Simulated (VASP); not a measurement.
# SiO2 (P4_2/mnm) in VASP: further runs

Runs on SiO2. Level: LDA. Tasks: single point.

Everything below comes from runs of VASP 6.6.1. Logs are shortened: lines on timing, memory, paths and dates and some standing lists are left out, and cuts for length are marked.

**1. The cell of the first run**

The structure is tetragonal, space group P4_2/mnm (No. 136). The conventional cell has a = 4.233 Å, b = 4.233 Å, c = 2.693 Å, α = 90.00°, β = 90.00°, γ = 90.00°. Si (site symmetry mmm) has 6 O at 1.78 to 1.84 Å within 2.4 Å. O (site symmetry m2m) has 3 Si at 1.78 to 1.84 Å and 1 O at 2.31 Å within 2.4 Å.

**2. Single point, LDA**

Contents of INCAR:

```
PREC = Accurate
ENCUT = 600
EDIFF = 1E-6
ISMEAR = 0
SIGMA = 0.1
LREAL = False
LASPH = True
NELM = 120
ALGO = Normal
ISIF = 2
LWAVE = False
LCHARG = False
NBANDS = 25
GGA_COMPAT = False
```

Contents of KPOINTS:

```
regular mesh
0
Gamma
  4 4 6
```

Contents of POSCAR:

```
SiO2
1.0
    4.2331690000      0.0000000000      0.0000000000
    0.0000000000      4.2331690000      0.0000000000
    0.0000000000      0.0000000000      2.6934950000
Si O
2 4
Direct
    0.5000000000      0.5000000000      0.5000000000
    0.0000000000      0.0000000000      0.0000000000
    0.6931610000      0.6931610000      0.0000000000
    0.1931610000      0.8068390000      0.5000000000
    0.3068390000      0.3068390000      0.0000000000
    0.8068390000      0.1931610000      0.5000000000
```

Potentials or basis: VASP PAW LDA potentials, release 64 (Si, O).

On the command line:

```console
$ cat potpaw_LDA.64/Si/POTCAR potpaw_LDA.64/O/POTCAR > POTCAR
$ mpirun -np 1 vasp_std > vasp.out
```

OUTCAR:

```text
PREC = Accurate
   ENCUT = 600
   EDIFF = 1E-6
   ISMEAR = 0
   LREAL = False
   LASPH = True
   NELM = 120
   ISIF = 2

 ion  position               nearest neighbor table
   1  0.500  0.500  0.500-   3 1.78   5 1.78   3 1.78   5 1.78   4 1.84   6 1.84
   2  0.000  0.000  0.000-   4 1.78   6 1.78   4 1.78   6 1.78   5 1.84   3 1.84
   3  0.693  0.693  0.000-   1 1.78   1 1.78   2 1.84
   4  0.193  0.807  0.500-   2 1.78   2 1.78   1 1.84
   5  0.307  0.307  0.000-   1 1.78   1 1.78   2 1.84
   6  0.807  0.193  0.500-   2 1.78   2 1.78   1 1.84

  LATTYP: Found a simple tetragonal cell.
 ALAT       =     4.2331690000
 C/A-ratio  =     0.6362833612

  Lattice vectors:

 A1 = (   4.2331690000,   0.0000000000,   0.0000000000)
 A2 = (   0.0000000000,   4.2331690000,   0.0000000000)
 A3 = (   0.0000000000,   0.0000000000,   2.6934950000)

Analysis of symmetry for initial positions (statically):
=====================================================================
 Subroutine PRICEL returns:
 Original cell was already a primitive cell.

 Routine SETGRP: Setting up the symmetry group for a
 simple tetragonal supercell.

 Subroutine GETGRP returns: Found 16 space group operations
 (whereof  8 operations were pure point group operations)
 out of a pool of 16 trial point group operations.

The static configuration has the point symmetry D_2h.
 The point group associated with its full space group is D_4h.

Analysis of symmetry for dynamics (positions and initial velocities):
=====================================================================
 Subroutine PRICEL returns:
 Original cell was already a primitive cell.

 Routine SETGRP: Setting up the symmetry group for a
 simple tetragonal supercell.

 Subroutine GETGRP returns: Found 16 space group operations
 (whereof  8 operations were pure point group operations)
 out of a pool of 16 trial point group operations.

The dynamic configuration has the point symmetry D_2h.
 The point group associated with its full space group is D_4h.

 Subroutine INISYM returns: Found 16 space group operations
 (whereof  8 operations are pure point group operations),
 and found     1 'primitive' translations

----------------------------------------------------------------------------------------

                                     Primitive cell

  volume of cell :      48.2667

  direct lattice vectors                    reciprocal lattice vectors
     4.233169000  0.000000000  0.000000000     0.236229643  0.000000000  0.000000000
     0.000000000  4.233169000  0.000000000     0.000000000  0.236229643  0.000000000
     0.000000000  0.000000000  2.693495000     0.000000000  0.000000000  0.371264844

  length of vectors
     4.233169000  4.233169000  2.693495000     0.236229643  0.236229643  0.371264844

  position of ions in fractional coordinates (direct lattice)
     0.500000000  0.500000000  0.500000000
     0.000000000  0.000000000  0.000000000
     0.693161000  0.693161000  0.000000000
     0.193161000  0.806839000  0.500000000
     0.306839000  0.306839000  0.000000000
     0.806839000  0.193161000  0.500000000

  ion indices of the primitive-cell ions
   primitive index   ion index
                 1           1
                 2           2
                 3           3
                 4           4
                 5           5
                 6           6

----------------------------------------------------------------------------------------

 KPOINTS: regular mesh

Automatic generation of k-mesh.
 Grid dimensions read from file:
 generate k-points for:    4    4    6

 Generating k-lattice:

  Cartesian coordinates                     Fractional coordinates (reciprocal lattice)
     0.059057411  0.000000000  0.000000000     0.250000000  0.000000000  0.000000000
     0.000000000  0.059057411  0.000000000     0.000000000  0.250000000  0.000000000
     0.000000000  0.000000000  0.061877474     0.000000000  0.000000000  0.166666667

  Length of vectors
     0.059057411  0.059057411  0.061877474

  Shift w.r.t. Gamma in fractional coordinates (k-lattice)
     0.000000000  0.000000000  0.000000000

 Subroutine IBZKPT returns following result:
 ===========================================

 Found     24 irreducible k-points:

 Following reciprocal coordinates:
            Coordinates               Weight
  0.000000  0.000000  0.000000      1.000000
  0.250000  0.000000  0.000000      4.000000
  0.500000  0.000000  0.000000      2.000000
  0.250000  0.250000  0.000000      4.000000
  0.500000  0.250000  0.000000      4.000000
  0.500000  0.500000  0.000000      1.000000
[... 16 lines left out ...]
  0.500000  0.250000  0.500000      4.000000
  0.500000  0.500000  0.500000      1.000000
   k-points           NKPTS =     24   k-points in BZ     NKDIM =     24   number of bands    NBANDS=     25
   number of dos      NEDOS =    301   number of ions     NIONS =      6
   total plane-waves  NPLWV =  31104
   dimension x,y,z NGX =    36 NGY =   36 NGZ =   24
   dimension x,y,z NGXF=    72 NGYF=   72 NGZF=   48
   ions per type =               2   4
   NGX,Y,Z   is equivalent  to a cutoff of  14.14, 14.14, 14.81 a.u.
   NGXF,Y,Z  is equivalent  to a cutoff of  28.28, 28.28, 29.63 a.u.
 SYSTEM =  unknown system
   PREC   = accura    normal or accurate (medium, high low for compatibility)
   ISTART =      0    job   : 0-new  1-cont  2-samecut
   ICHARG =      2    charge: 1-file 2-atom 10-const
   ISPIN  =      1    spin polarized calculation?
   LNONCOLLINEAR =      F non collinear calculations
   LSORBIT =      F    spin-orbit coupling
   LASPH  =      T    aspherical Exc in radial PAW
   ENCUT  =  600.0 eV  44.10 Ry    6.64 a.u.   8.45  8.45  5.38*2*pi/ulx,y,z
   NELM   =    120;   NELMIN=  2; NELMDL= -5     # of ELM steps
   EDIFF  = 0.1E-05   stopping-criterion for ELM
   LREAL  =      F    real-space projection
   EDIFFG = 0.1E-04   stopping-criterion for IOM
   NSW    =      0    number of steps for IOM
   IBRION =     -1    ionic relax: 0-MD 1-quasi-New 2-CG
   NFREE  =      0    steps in history (QN), initial steepest desc. (CG)
   ISIF   =      2    stress and relaxation
   ISYM   =      2    0-nonsym 1-usesym 2-fastsym
   POTIM  = 0.5000    time-step for ionic-motion
   TEBEG  =    0.0;   TEEND  =   0.0 temperature during run
   PSTRESS=    0.0 pullay stress
   NELECT =      32.0000    total number of electrons
   NUPDOWN=      -1.0000    fix difference up-down
   EMIN   =  10.00;   EMAX   =-10.00  energy-range for DOS
   EFERMI =   0.00;   METHOD = LEGACY
   ISMEAR =     0;   SIGMA  =   0.10  broadening in eV -4-tet -1-fermi 0-gaus
   EFERMI_NEDOS =   21; number of points for ismear=-14 and -15
   IALGO  =     38    algorithm
   IMIX   =      4    mixing-type and parameters
     AMIX     =   0.40;   BMIX     =  1.00
     AMIX_MAG =   1.60;   BMIX_MAG =  1.00
  volume/ion in A,a.u.               =       8.04        54.29
  Fermi-wavevector in a.u.,A,eV,Ry     =   1.427499  2.697581 27.725303  2.037752
  Thomas-Fermi vector in A             =   2.547662
   LORBIT       =      0    0 simple, 1 ext, 2 COOP (PROOUT), +10 PAW based schemes
   GGA     = CA    functional components
   LHFCALC =     F    Hartree Fock is set to
   AEXX    =    0.0000 exact exchange contribution
   IVDW    =     0    specifies the selected vdW correction
   LEPSILON=     F    determine dielectric tensor
   LRPA    =     F    only Hartree local field effects (RPA)
 non-spin polarized calculation
 Gauss-broadening in eV      SIGMA  =   0.10
  energy-cutoff  :      600.00
  volume of cell :       48.27
 maximum number of plane-waves:      1634
 NGX is ok and might be reduce to    36
   NGX = 17   NGY = 17   NGZ = 11

 number of electron      32.0000007 magnetization

 Free energy of the ion-electron system (eV)
  ---------------------------------------------------
  ext. energy  EPLUGINS =         0.00000000
  ---------------------------------------------------
  free energy    TOTEN  =       -51.89826078 eV

  energy without entropy =      -51.89826078  energy(sigma->0) =      -51.89826078

 E-fermi :   8.0378     XC(G=0): -12.5475

 val. band max:        7.5862584390   @ k =   0.0000   0.0000   0.0000
 cond. band min:      12.6012826155   @ k =   0.0000   0.0000   0.0000
 fundamental gap:      5.0150241765
 Fermi energy:         8.0378327388

 k-point     1 :       0.0000    0.0000    0.0000
  band No.  band energies     occupation
      1     -14.4585      2.00000
      2     -10.8827      2.00000
      3     -10.8827      2.00000
      4     -10.7199      2.00000
      5      -3.0628      2.00000
      6       1.2707      2.00000
[... 17 lines left out ...]
     24      21.0466      0.00000
     25      22.6367      0.00000

 k-point     2 :       0.2500    0.0000    0.0000
  band No.  band energies     occupation
      1     -14.1427      2.00000
      2     -11.9935      2.00000
      3     -10.7281      2.00000
      4     -10.2458      2.00000
      5      -2.6542      2.00000
      6      -0.0221      2.00000
[... 17 lines left out ...]
     24      20.4196      0.00000
     25      22.2745      0.00000

 k-point     3 :       0.5000    0.0000    0.0000
  band No.  band energies     occupation
      1     -13.2524      2.00000
      2     -13.2524      2.00000
      3     -10.3860      2.00000
      4     -10.3860      2.00000
      5      -1.5725      2.00000
      6      -1.5725      2.00000
[... 552 lines left out ...]
 k-point    23 :       0.5000    0.2500    0.5000
  band No.  band energies     occupation
      1     -11.5248      2.00000
      2     -11.5248      2.00000
      3     -10.3237      2.00000
      4     -10.3237      2.00000
      5      -2.5361      2.00000
      6      -2.5361      2.00000
[... 17 lines left out ...]
     24      20.7172      0.00000
     25      22.3358      0.00000

 k-point    24 :       0.5000    0.5000    0.5000
  band No.  band energies     occupation
      1     -11.4871      2.00000
      2     -11.4871      2.00000
      3     -10.2939      2.00000
      4     -10.2939      2.00000
      5      -3.0228      2.00000
      6      -3.0228      2.00000
[... 17 lines left out ...]
     24      21.1964      0.00000
     25      22.4939      0.00000

------------------------ aborting loop because EDIFF is reached ----------------------------------------

  FORCE on cell =-STRESS in cart. coord.  units (eV):
  Direction    XX          YY          ZZ          XY          YZ          ZX
  --------------------------------------------------------------------------------------
  -------------------------------------------------------------------------------------
  Total       -4.0538145     -4.0538145     -4.1726869     -0.0000000      0.0000000      0.0000000
  in kB     -134.5634355   -134.5634355   -138.5093193     -0.0000000      0.0000000      0.0000000
  external PRESSURE =    -135.8787301 kB  Pullay stress =       0.0000000 kB

 VOLUME and BASIS-vectors are now :
 -----------------------------------------------------------------------------
  energy-cutoff  :      600.00
  volume of cell :       48.27
      direct lattice vectors                 reciprocal lattice vectors
     4.233169000  0.000000000  0.000000000     0.236229643  0.000000000  0.000000000
     0.000000000  4.233169000  0.000000000     0.000000000  0.236229643  0.000000000
     0.000000000  0.000000000  2.693495000     0.000000000  0.000000000  0.371264844

 POSITION                                       TOTAL-FORCE (eV/Angst)
 -----------------------------------------------------------------------------------
      2.11658      2.11658      1.34675         0.000000     -0.000000      0.000000
      0.00000      0.00000      0.00000         0.000000     -0.000000      0.000000
      2.93427      2.93427      0.00000        -0.070180     -0.070180      0.000000
      0.81768      3.41549      1.34675        -0.070180      0.070180      0.000000
      1.29890      1.29890      0.00000         0.070180      0.070180      0.000000
      3.41549      0.81768      1.34675         0.070180     -0.070180      0.000000
 -----------------------------------------------------------------------------------
    total drift:                               -0.000000      0.000000     -0.000000

  FREE ENERGIE OF THE ION-ELECTRON SYSTEM (eV)
  ---------------------------------------------------
  free  energy   TOTEN  =       -51.8982607796 eV

  energy  without entropy=      -51.8982607796  energy(sigma->0) =      -51.89826078
```

Wall time 39 s (1 thread of Intel Xeon 8259CL, shared host); peak memory 0.16 GiB.

What came out:

```yaml
Free_energy: -51.8983 eV
Pressure: -13.6 GPa
Largest_force: 0.099 eV/Å
Band_gap_on_the_k_mesh: 5.01 eV
```

Forces on the atoms (eV/Å):
```
Si   0.000  0.000  0.000
Si   0.000  0.000  0.000
O   -0.070 -0.070  0.000
O   -0.070  0.070  0.000
O    0.070  0.070  0.000
O    0.070 -0.070  0.000
```

Caveat: the cell stands under tension.

**3. Single point, LDA**

This run uses another cell than the first one, of 7.66 Å³/atom.

Contents of INCAR:

```
SYSTEM = SiO2
  PREC = Accurate
  ENCUT = 600
  EDIFF = 1E-6
  ISMEAR = 0
  SIGMA = 0.05
  LREAL = .FALSE.
  LASPH = .TRUE.
  NELM = 120
  ALGO = Normal
  ISIF = 2
  LWAVE = .FALSE.
  LCHARG = .TRUE.
  GGA = CA
  LELF = .TRUE.
  LVHAR = .TRUE.
  NBANDS = 25
  GGA_COMPAT = .FALSE.
```

Contents of KPOINTS:

```
Automatic mesh
0
G
  6 6 8
  0 0 0
```

Contents of POSCAR:

```
SiO2
1.0
    4.1547670904      0.0000000000      0.0000000000
    0.0000000000      4.1547670904      0.0000000000
    0.0000000000      0.0000000000      2.6615051503
Si O
2 4
Direct
    0.5000000000      0.5000000000      0.5000000000
    0.0000000000      0.0000000000      0.0000000000
    0.6944280345      0.6944280345      0.0000000000
    0.1944280345      0.8055719655      0.5000000000
    0.3055719655      0.3055719655      0.0000000000
    0.8055719655      0.1944280345      0.5000000000
```

Potentials or basis: VASP PAW LDA potentials, release 64 (Si, O).

On the command line:

```console
$ cat potpaw_LDA.64/Si/POTCAR potpaw_LDA.64/O/POTCAR > POTCAR
$ mpirun -np 1 vasp_std > vasp.out
```

It took 76 s on 1 thread of Intel Xeon 8259CL, shared host; peak memory 0.18 GiB.

The run converged. Its results:

| Quantity | Value |
| --- | --- |
| Free energy | -51.9864 eV |
| Pressure | 0.6 GPa |
| Largest force | 0.035 eV/Å |
| Band gap on the k mesh | 5.82 eV |

Forces in eV/Å, atoms in the order of the input:
```
Si   0.000  0.000  0.000
Si   0.000  0.000  0.000
O    0.025  0.025  0.000
O    0.025 -0.025  0.000
O   -0.025 -0.025  0.000
O   -0.025  0.025  0.000
```

Stress tensor (GPa, compression positive):
```
0.34 0.00 0.00
0.00 0.34 0.00
0.00 0.00 1.21
```

Levels at points of the mesh, in eV from the valence-band top:
```csv
k point,band 13,band 14,band 15,band 16,band 17,band 18,band 19,band 20
"(0.00, 0.00, 0.00)",-2.56,-0.91,-0.91,0.00,5.82,6.44,8.37,8.37
"(0.50, 0.00, 0.00)",-2.77,-2.77,-1.09,-1.09,7.75,7.75,8.93,8.93
"(0.50, 0.50, 0.00)",-2.77,-2.77,-2.36,-2.36,7.40,7.40,9.94,9.94
"(0.00, 0.00, 0.50)",-3.25,-3.25,-2.77,-2.77,9.07,9.07,12.50,12.50
"(0.50, 0.00, 0.50)",-2.35,-2.35,-1.83,-1.83,8.71,8.71,9.87,9.87
"(0.50, 0.50, 0.50)",-1.80,-1.80,-1.61,-1.61,7.18,7.18,10.87,10.87
```
